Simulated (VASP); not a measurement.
A run of VASP 6.6.1:

Contents of POSCAR:

```
LiCl
1.0
    0.0000000000      2.5560369887      2.5560369887
    2.5560369887      0.0000000000      2.5560369887
    2.5560369887      2.5560369887      0.0000000000
Li Cl
1 1
Direct
    0.0000000000      0.0000000000      0.0000000000
    0.5000000000      0.5000000000      0.5000000000
```

The input INCAR.step1:

```
SYSTEM = LiCl
PREC = Accurate
ENCUT = 500
EDIFF = 1E-8
ISMEAR = 0
SIGMA = 0.01
LREAL = .FALSE.
LASPH = .TRUE.
NELM = 80
ALGO = Normal
LWAVE = .TRUE.
LCHARG = .FALSE.
GGA = PE
```

INCAR.step2

```
SYSTEM = LiCl
PREC = Accurate
ENCUT = 500
EDIFF = 1E-8
ISMEAR = 0
SIGMA = 0.01
LREAL = .FALSE.
LASPH = .TRUE.
NELM = 1
ALGO = Exact
LWAVE = .TRUE.
LCHARG = .FALSE.
GGA = PE
NBANDS = 79
LOPTICS = .TRUE.
ISTART = 1
```

File INCAR.step3:

```
SYSTEM = LiCl
PREC = Accurate
ENCUT = 500
EDIFF = 1E-8
ISMEAR = 0
SIGMA = 0.01
LREAL = .FALSE.
LASPH = .TRUE.
ALGO = EVGW0
LWAVE = .FALSE.
LCHARG = .FALSE.
GGA = PE
NELMGW = 1
NBANDS = 79
ENCUTGW = 100.0
NOMEGA = 96
PRECFOCK = Fast
ISTART = 1
NBANDSGW = 12
OMEGAMAX = 20
```

The input KPOINTS:

```
regular mesh
0
G
  6 6 6
  0 0 0
```

Potentials or basis: VASP PAW PBE potentials, release 64 (Li_GW, Cl_GW).

Command:

```bash
$ cat potpaw_PBE.64/Li_GW/POTCAR potpaw_PBE.64/Cl_GW/POTCAR > POTCAR
$ cp INCAR.step1 INCAR
$ mpirun -np 1 vasp_std > vasp.out
$ cp INCAR.step2 INCAR
$ mpirun -np 1 vasp_std > vasp.out
$ cp INCAR.step3 INCAR
$ mpirun -np 1 vasp_std > vasp.out
```

Hardware: 1 thread of Intel(R) Xeon(R) Platinum 8259CL CPU @ 2.50GHz (Skylake/Cascade Lake), with other jobs on the host.

Q: Estimate the wall time of this run.

A: Wall time 5.7 min on 1 thread of Intel(R) Xeon(R) Platinum 8259CL CPU @ 2.50GHz (Skylake/Cascade Lake) (shared host), peak memory 0.48 GiB. Counts: k points 16.
